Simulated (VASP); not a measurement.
The system is CdS (ke600).

```
Cd S
1.0
     0.00000    2.94295    2.94295
     2.94295    0.00000    2.94295
     2.94295    2.94295    0.00000
Cd S
1 1
Cartesian
  0.0000 0.0000 0.0000
  4.4144 4.4144 4.4144
```

| Item | Value |
| --- | --- |
| Program | VASP 6.6.1 |
| Task | relaxation of cell and atoms |
| Functional | LDA |
| Potentials or basis | VASP PAW LDA potentials, release 64 (Cd, S) |
| Cutoff | 600 eV |
| k mesh | 8 × 8 × 8 |
| Occupations | gaussian, width 0.02 eV |
| Spin | no spin polarisation |

At the start: pressure -3.5 GPa; volume 25.49 Å³/atom.

Question: Where does the relaxation end?

Answer: Over 3 steps the energy falls by 16.9 meV/atom and the volume is 24.03 Å³/atom (-5.7 %); space group F-43m (No. 216, to 0.05 Å).

The path:
| step | energy change (eV) | largest force (eV/Å) | pressure (GPa) | volume (Å³) |
| --- | --- | --- | --- | --- |
| 1 | 0.0000 | 0.0000 | -3.51 | 50.98 |
| 2 | -0.0285 | 0.0000 | 1.64 | 46.97 |
| 3 | -0.0339 | 0.0000 | 0.00 | 48.05 |

Final structure:
```
CELL_PARAMETERS angstrom
0.00000 2.88550 2.88550
2.88550 0.00000 2.88550
2.88550 2.88550 0.00000
ATOMIC_POSITIONS crystal
Cd 0.00000 0.00000 0.00000
S 0.75000 0.75000 0.75000
```
